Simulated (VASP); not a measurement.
Crystal: LaAl3N4.

```
CELL_PARAMETERS angstrom
-2.35998 2.35998 4.19135
2.35998 -2.35998 4.19135
2.35998 2.35998 -4.19135
ATOMIC_POSITIONS crystal
La 0.00000 0.00000 0.00000
N 0.71918 0.71918 0.00000
N 0.00000 0.50000 0.50000
N 0.28082 0.28082 0.00000
N 0.50000 0.00000 0.50000
Al 0.25000 0.75000 0.50000
Al 0.50000 0.50000 0.00000
Al 0.75000 0.25000 0.50000
```

Base run:

* Program: VASP 6.6.1
* Functional: r2SCAN
* Potentials or basis: VASP PAW PBE potentials, release 64 (La, N, Al)
* Cutoff: 660 eV
* k mesh: 8 × 8 × 8
* Occupations: gaussian, width 0.01 eV
* Spin: no spin polarisation

Its results: band gap on the k mesh 0.72 eV (least direct gap 0.78 eV); pressure -0.6 GPa; largest force 0.054 eV/Å.

The run is repeated on the same cell with these changes: functional from r2SCAN to PBE; cutoff from 660 eV to 600 eV. What comes out?

Band gap on the k mesh 0.20 eV (least direct gap 0.27 eV); pressure 2.7 GPa; largest force 0.197 eV/Å.

Caveats: semilocal functionals underestimate gaps, and a narrow one can read as zero; spin-orbit coupling is left out, which moves the levels of the heavy elements; the PAW data sets were made with another functional, which shifts forces and pressure a little (at least some runs).

A k mesh can miss the band edges.
